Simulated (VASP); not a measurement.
# FeAu (R-3m) in VASP: a series of runs

FeAu is run at these levels: PBE; tasks: single point.

Program: VASP 6.6.1. These are calculated values, not measurements. Logs are shortened: lines on timing, memory, paths and dates and some standing lists are left out, and cuts for length are marked.

## (1) The cell of the first run

It takes space group R-3m (No. 166, trigonal). The conventional cell has a = 2.823 Å, b = 2.823 Å, c = 13.408 Å, α = 90.00°, β = 90.00°, γ = 120.00°. Au (site symmetry -3m) has 6 Fe at 2.77 Å and 6 Au at 2.82 Å within 3.6 Å. Fe (site symmetry -3m) has 6 Au at 2.77 Å and 6 Fe at 2.82 Å within 3.6 Å.

## (2) Single point, PBE

The input, INCAR:

```
SYSTEM = FeAu
  PREC = Accurate
  ENCUT = 520
  EDIFF = 1E-6
  ISMEAR = -1
  SIGMA = 0.05
  LREAL = .False.
  LASPH = .True.
  NELM = 60
  ALGO = Fast
  ISIF = 2
  LWAVE = .False.
  LCHARG = .False.
  GGA = PE
  NBANDS = 16
```

The input, KPOINTS:

```
Automatic mesh
0
Gamma
  11 11 11
  0 0 0
```

The input, POSCAR:

```
FeAu
1.0
    1.4117478522      0.8150730025      4.4694532999
   -1.4117478522      0.8150730025      4.4694532999
    0.0000000000     -1.6301460050      4.4694532999
Au Fe
1 1
Direct
    0.0000000000      0.0000000000      0.0000000000
    0.5000000000      0.5000000000      0.5000000000
```

Potentials or basis: VASP PAW PBE potentials, release 64 (Au, Fe).

Run with:

```sh
cat potpaw_PBE.64/Au/POTCAR potpaw_PBE.64/Fe/POTCAR > POTCAR
mpirun -np 1 vasp_std > vasp.out
```

OUTCAR:

```text
SYSTEM = FeAu
   PREC = Accurate
   ENCUT = 520
   EDIFF = 1E-6
   ISMEAR = -1
   LREAL = .False.
   LASPH = .True.
   NELM = 60
   ISIF = 2
   GGA = PE

 ion  position               nearest neighbor table
   1  0.000  0.000  0.000-   2 2.77   2 2.77   2 2.77   2 2.77   2 2.77   2 2.77
   2  0.500  0.500  0.500-   1 2.77   1 2.77   1 2.77   1 2.77   1 2.77   1 2.77

  LATTYP: Found a trigonal (rhomboedric) cell.
 ALAT       =     4.7574561267
 COS(alpha) =     0.8238856747

  Lattice vectors:

 A1 = (   1.4117478522,   0.8150730025,   4.4694532999)
 A2 = (  -1.4117478522,   0.8150730025,   4.4694532999)
 A3 = (   0.0000000000,  -1.6301460050,   4.4694532999)

Analysis of symmetry for initial positions (statically):
=====================================================================
 Subroutine PRICEL returns:
 Original cell was already a primitive cell.

 Routine SETGRP: Setting up the symmetry group for a
 trigonal (rhombohedral) supercell.

 Subroutine GETGRP returns: Found 12 space group operations
 (whereof 12 operations were pure point group operations)
 out of a pool of 12 trial point group operations.

The static configuration has the point symmetry D_3d.

Analysis of symmetry for dynamics (positions and initial velocities):
=====================================================================
 Subroutine PRICEL returns:
 Original cell was already a primitive cell.

 Routine SETGRP: Setting up the symmetry group for a
 trigonal (rhombohedral) supercell.

 Subroutine GETGRP returns: Found 12 space group operations
 (whereof 12 operations were pure point group operations)
 out of a pool of 12 trial point group operations.

The dynamic configuration has the point symmetry D_3d.

 Subroutine INISYM returns: Found 12 space group operations
 (whereof 12 operations are pure point group operations),
 and found     1 'primitive' translations

----------------------------------------------------------------------------------------

                                     Primitive cell

  volume of cell :      30.8574

  direct lattice vectors                    reciprocal lattice vectors
     1.411747852  0.815073003  4.469453300     0.354170895  0.204480661  0.074580337
    -1.411747852  0.815073003  4.469453300    -0.354170895  0.204480661  0.074580337
     0.000000000 -1.630146005  4.469453300     0.000000000 -0.408961323  0.074580337

  length of vectors
     4.757456127  4.757456127  4.757456127     0.415706135  0.415706135  0.415706135

  position of ions in fractional coordinates (direct lattice)
     0.000000000  0.000000000  0.000000000
     0.500000000  0.500000000  0.500000000

  ion indices of the primitive-cell ions
   primitive index   ion index
                 1           1
                 2           2

----------------------------------------------------------------------------------------

 KPOINTS: Automatic mesh

Automatic generation of k-mesh.
 Grid dimensions read from file:
 generate k-points for:   11   11   11

 Generating k-lattice:

  Cartesian coordinates                     Fractional coordinates (reciprocal lattice)
     0.032197354  0.018589151  0.006780031     0.090909091 -0.000000000  0.000000000
    -0.032197354  0.018589151  0.006780031    -0.000000000  0.090909091  0.000000000
     0.000000000 -0.037178302  0.006780031     0.000000000  0.000000000  0.090909091

  Length of vectors
     0.037791467  0.037791467  0.037791467

  Shift w.r.t. Gamma in fractional coordinates (k-lattice)
     0.000000000  0.000000000  0.000000000

 Subroutine IBZKPT returns following result:
 ===========================================

 Found    146 irreducible k-points:

 Following reciprocal coordinates:
            Coordinates               Weight
  0.000000  0.000000  0.000000      1.000000
  0.090909  0.000000  0.000000      6.000000
  0.181818  0.000000  0.000000      6.000000
  0.272727 -0.000000  0.000000      6.000000
  0.363636  0.000000  0.000000      6.000000
  0.454545  0.000000  0.000000      6.000000
[... 16 lines left out ...]
[... 50 lines left out ...]
     16      24.6878      0.00000

 k-point     8 :       0.1818    0.0909    0.0000
  band No.  band energies     occupation
      1      -1.1796      2.00000
      2       1.2041      2.00000
      3       2.0976      2.00000
      4       2.9572      2.00000
      5       3.0020      2.00000
      6       3.7112      2.00000
[... 8 lines left out ...]
     15      22.2535      0.00000
     16      23.2843      0.00000

 k-point     9 :       0.2727    0.0909    0.0000
  band No.  band energies     occupation
      1      -0.2234      2.00000
      2       1.5266      2.00000
      3       1.9726      2.00000
      4       2.4125      2.00000
      5       3.5389      2.00000
      6       3.7336      2.00000
[... 8 lines left out ...]
     15      21.3907      0.00000
     16      22.1100      0.00000
[... 172 lines left out ...]
 k-point    19 :       0.3636    0.1818    0.0000
  band No.  band energies     occupation
      1       0.7965      2.00000
      2       1.6250      2.00000
      3       1.7963      2.00000
      4       2.2206      2.00000
      5       3.2483      2.00000
      6       4.6980      2.00000
[... 8 lines left out ...]
     15      18.7083      0.00000
     16      19.0120      0.00000

 k-point    20 :       0.4545    0.1818    0.0000
  band No.  band energies     occupation
      1       1.2686      2.00000
      2       1.4723      2.00000
      3       2.2604      2.00000
      4       2.5222      2.00000
      5       2.9536      2.00000
      6       5.2543      2.00000
[... 8 lines left out ...]
     15      17.7866      0.00000
     16      18.4241      0.00000

 k-point    21 :      -0.4545    0.1818   -0.0000
  band No.  band energies     occupation
      1       1.0964      2.00000
      2       1.4883      2.00000
      3       2.6381      2.00000
      4       2.7404      2.00000
      5       3.1787      2.00000
      6       5.2264      2.00000
[... 8 lines left out ...]
     15      16.8353      0.00000
     16      18.1473      0.00000

 k-point    22 :      -0.3636    0.1818   -0.0000
  band No.  band energies     occupation
      1       1.0728      2.00000
      2       1.5446      2.00000
      3       2.5335      2.00000
      4       2.7349      2.00000
      5       3.2139      2.00000
      6       5.2949      2.00000
[... 8 lines left out ...]
     15      16.4556      0.00000
     16      17.6565      0.00000

 k-point    23 :      -0.2727    0.1818   -0.0000
  band No.  band energies     occupation
      1       1.1770      2.00000
      2       1.6897      2.00000
      3       1.9824      2.00000
      4       2.5510      2.00000
      5       2.9605      2.00000
      6       5.4180      2.00000
[... 8 lines left out ...]
     15      17.0043      0.00000
     16      17.7137      0.00000

 k-point    24 :      -0.1818    0.1818    0.0000
  band No.  band energies     occupation
      1       0.6750      2.00000
      2       1.6283      2.00000
      3       1.9733      2.00000
      4       2.0394      2.00000
      5       3.2483      2.00000
      6       4.6482      2.00000
[... 8 lines left out ...]
     15      18.0764      0.00000
     16      19.8090      0.00000

 [... further k-points ...]
[... 5 lines left out ...]
  --------------------------------------------------------------------------------------
  -------------------------------------------------------------------------------------
  Total       -2.1718401     -2.1718401     -2.2310003      0.0000000      0.0000000      0.0000000
  in kB     -112.7662504   -112.7662504   -115.8379607      0.0000000      0.0000000      0.0000000
  external PRESSURE =    -113.7901538 kB  Pullay stress =       0.0000000 kB

 VOLUME and BASIS-vectors are now :
 -----------------------------------------------------------------------------
  energy-cutoff  :      520.00
  volume of cell :       30.86
      direct lattice vectors                 reciprocal lattice vectors
     1.411747852  0.815073003  4.469453300     0.354170895  0.204480661  0.074580337
    -1.411747852  0.815073003  4.469453300    -0.354170895  0.204480661  0.074580337
     0.000000000 -1.630146005  4.469453300     0.000000000 -0.408961323  0.074580337

 POSITION                                       TOTAL-FORCE (eV/Angst)
 -----------------------------------------------------------------------------------
      0.00000      0.00000      0.00000         0.000000      0.000000      0.000000
      0.00000      0.00000      6.70418        -0.000000     -0.000000     -0.000000
 -----------------------------------------------------------------------------------
    total drift:                                0.000000     -0.000000      0.000000

  FREE ENERGIE OF THE ION-ELECTRON SYSTEM (eV)
  ---------------------------------------------------
  free  energy   TOTEN  =       -10.0971216177 eV

  energy  without entropy=      -10.0455772614  energy(sigma->0) =      -10.07134944
```

Wall time 4.6 min (1 thread of Intel Xeon Platinum 8259CL at 2.50GHz (Skylake/Cascade Lake), shared host); peak memory 0.27 GiB.

What came out:

- Free energy: -10.0971 eV
- Pressure: -11.4 GPa
- Band gap on the k mesh: zero (an odd number of electrons rules out a gap without spin polarisation)

Stress tensor (GPa, compression positive):
```
-11.28   0.00   0.00
  0.00 -11.28   0.00
  0.00   0.00 -11.58
```

Levels at points of the mesh, in eV from the Fermi level:
| k point | band 7 | band 8 | band 9 | band 10 | band 11 | band 12 | band 13 | band 14 |
| --- | --- | --- | --- | --- | --- | --- | --- | --- |
| (0.00, 0.00, 0.00) | -1.62 | -0.51 | -0.51 | -0.16 | 0.27 | 0.27 | 5.06 | 15.16 |

Caveat: the cell stands under tension; spin-orbit coupling is left out, which moves the levels of the heavy elements; the run has no spin polarisation, though such a crystal can be magnetic. Spin polarisation is off, so any magnetic state and its effect on volume and gap are missing.

## (3) Single point, PBE, collinear spin, ferromagnetic start

The input, INCAR:

```
  PREC = Accurate
  ENCUT = 520
  EDIFF = 1E-7
  ISMEAR = -1
  SIGMA = 0.05
  LREAL = False
  LASPH = True
  NELM = 150
  ALGO = Normal
  ISIF = 2
  LWAVE = False
  LCHARG = False
  ISPIN = 2
  MAGMOM = 0 3
  LORBIT = 11
  LMAXMIX = 4
  GGA = PE
  NBANDS = 20
```

The input, KPOINTS:

```
regular mesh
0
Gamma
  11 11 11
```

POSCAR is that of step 2.

Potentials or basis: VASP PAW PBE potentials, release 64 (Au, Fe).

Run with:

```sh
cat potpaw_PBE.64/Au/POTCAR potpaw_PBE.64/Fe/POTCAR > POTCAR
mpirun -np 1 vasp_std > vasp.out
```

Wall time 6.9 min (1 thread of Intel Xeon Platinum 8259CL at 2.50GHz (Skylake/Cascade Lake), shared host); peak memory 0.35 GiB.

Results (log left out):

```yaml
Free_energy: -10.9960 eV
Pressure: -1.3 GPa
Net_moment: 2.90 μB per cell
Site_moments: Au +0.04; Fe +2.89 μB
Valence_electrons_inside_the_program's_atomic_spheres: Au 9.74; Fe 6.83
```

Stress tensor (GPa, compression positive):
```
-1.76  0.00  0.00
 0.00 -1.76  0.00
 0.00  0.00 -0.31
```

Levels at points of the mesh, in eV from the Fermi level:
Spin up:
| k point | band 8 | band 9 | band 10 | band 11 | band 12 | band 13 | band 14 | band 15 |
| --- | --- | --- | --- | --- | --- | --- | --- | --- |
| (0.00, 0.00, 0.00) | -2.29 | -2.29 | -1.62 | -1.62 | -0.70 | 4.14 | 14.81 | 17.10 |
Spin down:
```
           k point  band 4  band 5  band 6  band 7  band 8  band 9  band 10  band 11  band 12  band 13
(0.00, 0.00, 0.00)   -4.85   -3.42   -3.42   -1.26   -0.61    0.30     0.30     1.23     1.23     5.13
```

Caveat: spin-orbit coupling is left out, which moves the levels of the heavy elements.

## (4) Single point, PBE, collinear spin, ferromagnetic start

The input, INCAR:

```
PREC = Accurate
ENCUT = 520
EDIFF = 1E-7
ISMEAR = -1
SIGMA = 0.05
LREAL = F
LASPH = T
NELM = 150
ALGO = Fast
ISIF = 2
LWAVE = F
LCHARG = T
ISPIN = 2
MAGMOM = 0 2.3
LORBIT = 11
LMAXMIX = 4
GGA = PE
LELF = T
LVHAR = T
NBANDS = 20
```

The input, KPOINTS:

```
Automatic mesh
0
Gamma
  11 11 11
```

POSCAR is that of step 3.

Run with:

```sh
cat potpaw_PBE.64/Au/POTCAR potpaw_PBE.64/Fe/POTCAR > POTCAR
mpirun -np 1 vasp_std > vasp.out
```

It took 7.7 min on 1 thread of Intel Xeon Platinum 8259CL at 2.50GHz (Skylake/Cascade Lake), shared host; peak memory 0.35 GiB.

The run converged. Its results:

| Quantity | Value |
| --- | --- |
| Free energy | -10.9960 eV |
| Pressure | -1.3 GPa |
| Net moment | 2.90 μB per cell |
| Site moments | Au +0.04; Fe +2.89 μB |
| Valence electrons inside the program's atomic spheres | Au 9.74; Fe 6.83 |

Stress tensor (GPa, compression positive):
```
-1.76  0.00  0.00
 0.00 -1.76  0.00
 0.00  0.00 -0.31
```

Levels at points of the mesh, in eV from the Fermi level:
Spin up:
| k point | band 8 | band 9 | band 10 | band 11 | band 12 | band 13 | band 14 | band 15 |
| --- | --- | --- | --- | --- | --- | --- | --- | --- |
| (0.00, 0.00, 0.00) | -2.29 | -2.29 | -1.62 | -1.62 | -0.70 | 4.14 | 14.81 | 17.10 |
Spin down:
```tsv
k point	band 5	band 6	band 7	band 8	band 9	band 10	band 11	band 12
(0.00, 0.00, 0.00)	-3.42	-3.42	-1.26	-0.61	0.30	0.30	1.23	1.23
```

Caveat: spin-orbit coupling is left out, which moves the levels of the heavy elements.

## (5) Single point, PBE, collinear spin, ferromagnetic start

This run uses another cell than the first one, of 15.74 Å³/atom.

The input, INCAR:

```
SYSTEM = FeAu
PREC     = Accurate       ! precision mode
ENCUT    = 520            ! plane-wave cutoff, eV
EDIFF    = 1E-6           ! SCF threshold, eV
ISMEAR   = -1             ! smearing method
SIGMA    = 0.05           ! smearing width, eV
LREAL    = .FALSE.        ! projectors in reciprocal space
LASPH    = .TRUE.         ! aspherical terms in the spheres
NELM     = 150            ! most SCF steps
ALGO     = Normal         ! electronic algorithm
ISIF     = 2              ! what is computed and relaxed
LWAVE    = .FALSE.        ! write WAVECAR
LCHARG   = .FALSE.        ! write CHGCAR
ISPIN    = 2              ! spin polarisation
MAGMOM   = 0 3            ! initial moments
LORBIT   = 11             ! projections on sites
LMAXMIX  = 4              ! l up to which the mixer works
GGA      = PE             ! functional
NBANDS   = 20             ! bands
```

The input, KPOINTS:

```
regular mesh
0
G
  11 11 11
  0 0 0
```

The input, POSCAR:

```
FeAu
1.0
    1.4210974482      0.8204709943      4.4990531910
   -1.4210974482      0.8204709943      4.4990531910
    0.0000000000     -1.6409419885      4.4990531910
Au Fe
1 1
Direct
    0.0000000000      0.0000000000      0.0000000000
    0.5000000000      0.5000000000      0.5000000000
```

Run with:

```sh
cat potpaw_PBE.64/Au/POTCAR potpaw_PBE.64/Fe/POTCAR > POTCAR
mpirun -np 1 vasp_std > vasp.out
```

Run time: 8.3 min. Hardware: 1 thread of Intel Xeon 8259CL, shared host; peak memory 0.35 GiB.

The run converged. Its results:

* Free energy: -10.9862 eV
* Pressure: -3.9 GPa
* Net moment: 2.92 μB per cell
* Site moments: Au +0.04; Fe +2.92 μB
* Valence electrons inside the program's atomic spheres: Au 9.72; Fe 6.80

Stress tensor (GPa, compression positive):
```
-4.44  0.00  0.00
 0.00 -4.44  0.00
 0.00  0.00 -2.85
```

Levels at points of the mesh, in eV from the Fermi level:
Spin up:
```tsv
k point	band 9	band 10	band 11	band 12	band 13	band 14
(0.00, 0.00, 0.00)	-2.31	-1.66	-1.66	-0.65	4.00	14.80
```
Spin down:
```
           k point  band 5  band 6  band 7  band 8  band 9  band 10  band 11  band 12
(0.00, 0.00, 0.00)   -3.37   -3.37   -1.23   -0.57    0.30     0.30     1.21     1.21
```

Caveat: the cell stands under tension; spin-orbit coupling is left out, which moves the levels of the heavy elements.

## (6) Single point, PBE, collinear spin, ferromagnetic start

This run uses another cell than the first one, of 16.05 Å³/atom.

The input, INCAR:

```
ALGO     = Fast           # electronic algorithm
EDIFF    = 1E-7           # SCF threshold, eV
ENCUT    = 520            # plane-wave cutoff, eV
GGA      = PE             # functional
ISIF     = 2              # what is computed and relaxed
ISMEAR   = -1             # smearing method
ISPIN    = 2              # spin polarisation
LASPH    = True           # aspherical terms in the spheres
LCHARG   = True           # write CHGCAR
LELF     = True           # ELF
LMAXMIX  = 4              # l up to which the mixer works
LORBIT   = 11             # projections on sites
LREAL    = False          # projectors in reciprocal space
LVHAR    = True         
LWAVE    = False          # write WAVECAR
MAGMOM   = 0 3            # initial moments
NBANDS   = 20             # bands
NELM     = 150            # most SCF steps
PREC     = Accurate       # precision mode
SIGMA    = 0.05           # smearing width, eV
```

The input, KPOINTS:

```
k-points
0
Gamma
  11 11 11
```

The input, POSCAR:

```
FeAu
1.0
    1.4303256123      0.8257988773      4.5282686407
   -1.4303256123      0.8257988773      4.5282686407
    0.0000000000     -1.6515977546      4.5282686407
Au Fe
1 1
Direct
    0.0000000000      0.0000000000      0.0000000000
    0.5000000000      0.5000000000      0.5000000000
```

Potentials or basis: VASP PAW PBE potentials, release 64 (Au, Fe).

Run with:

```sh
cat potpaw_PBE.64/Au/POTCAR potpaw_PBE.64/Fe/POTCAR > POTCAR
mpirun -np 1 vasp_std > vasp.out
```

It took 9.6 min on 1 thread of Intel Xeon 8259CL, shared host; peak memory 0.36 GiB.

The run converged. Its results:

* Free energy: -10.9669 eV
* Pressure: -6.2 GPa
* Net moment: 2.94 μB per cell
* Site moments: Au +0.03; Fe +2.94 μB
* Valence electrons inside the program's atomic spheres: Au 9.70; Fe 6.78

Stress tensor (GPa, compression positive):
```
-6.78  0.00  0.00
 0.00 -6.78  0.00
 0.00  0.00 -5.10
```

Levels at points of the mesh, in eV from the Fermi level:
Spin up:
```csv
k point,band 7,band 8,band 9,band 10,band 11,band 12,band 13,band 14,band 15,band 16
"(0.00, 0.00, 0.00)",-3.20,-2.33,-2.33,-1.70,-1.70,-0.61,3.86,14.78,16.94,17.29
```
Spin down:
```tsv
k point	band 5	band 6	band 7	band 8	band 9	band 10	band 11	band 12
(0.00, 0.00, 0.00)	-3.33	-3.33	-1.20	-0.53	0.30	0.30	1.19	1.19
```

Caveat: the cell stands under tension; spin-orbit coupling is left out, which moves the levels of the heavy elements.

## (7) Summary

```tsv
spin	cell	gap on the mesh (eV)	pressure (GPa)	moment (μB)
off	a = 4.757 Å, angles 34.5°, 2 atoms	none	-11.4	-
collinear, ferromagnetic start	a = 4.757 Å, angles 34.5°, 2 atoms	none	-1.3	2.90
collinear, ferromagnetic start	a = 4.789 Å, angles 34.5°, 2 atoms	none	-3.9	2.92
collinear, ferromagnetic start	a = 4.820 Å, angles 34.5°, 2 atoms	none	-6.2	2.94
```

Alike in all rows: task single point; level PBE; potentials or basis VASP PAW PBE potentials, release 64 (Au, Fe); k mesh 11 × 11 × 11; cutoff (eV) 520; smearing fermi-dirac 0.05 eV.

Caveats: spin-orbit coupling is left out, which moves the levels of the heavy elements; the cell stands under tension (at least some runs).

Total energies depend on the potentials used, so only differences within one code and one set of settings carry meaning.
